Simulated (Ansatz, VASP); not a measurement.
# Two plane-wave programs on Al

```xyz
4
Lattice="2.8271 0.0000 0.0000 -1.4135 2.4483 0.0000 0.0000 0.0000 9.1860" Properties=species:S:1:pos:R:3 pbc="T T T"
Al    0.0000    0.0000    0.0000
Al    0.0000    1.6322    2.2965
Al    0.0000    0.0000    4.5930
Al    1.4135    0.8161    6.8895
```

Alike in both runs: task single point; functional PBEsol; k mesh 4 × 4 × 1; no spin polarisation.

```csv
,VASP,Ansatz
version,VASP 6.6.1,Ansatz 0.2.0
potentials or method,"VASP PAW PBE potentials, release 64 (Al), cutoff 520 eV","plane waves, PAW"
occupations,"methfessel-paxton of order 1, width 0.1 eV",cold
valence electrons in the cell,12,12
```

VASP gave:

| Item | Value |
| --- | --- |
| pressure (GPa) | 2.3 |
| traceless stress, the component that is largest in VASP (GPa) | 7.52 |

**Question.** What did Ansatz give for the same quantities?

**Answer.** Pressure (GPa): 2.2; traceless stress, the component that is largest in VASP (GPa): 7.50.

VASP's potentials were made for PBE, not for PBEsol.

The k mesh is coarse, so the values compare programs but aren't converged.
